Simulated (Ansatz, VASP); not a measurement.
# Cd: VASP beside Ansatz

```
Cd
1.0
     0.00000    2.15161    2.15161
     2.15161    0.00000    2.15161
     2.15161    2.15161    0.00000
Cd
1
Direct
  0.00000 0.00000 0.00000
```

Change from the starting cell: strain -0.030 along x and y, -0.030 along z, atoms carried along.

Alike in both runs: task single point; functional PBEsol; k mesh 18 × 18 × 18; occupations gaussian, width 0.15 eV; no spin polarisation.

```csv
,VASP,Ansatz
version,VASP 6.6.1,Ansatz 0.2.0
potentials or method,"VASP PAW PBE potentials, release 64 (Cd), cutoff 520 eV","scalar-relativistic, plane waves, PAW"
valence electrons in the cell,12,20
```

|  | VASP | Ansatz | Ansatz less VASP |
| --- | --- | --- | --- |
| gap on the k mesh at the Fermi level (eV) | none | none | - |
| pressure (GPa) | 3.8 | 3.4 | -0.49 |

VASP's potentials were made for PBE, not for PBEsol. A gap of «none» marks a metal or a gap that the smearing closes. VASP's potentials hold 12 valence electrons a cell and Ansatz's 20, so a difference there can come from the potentials and not from the codes.
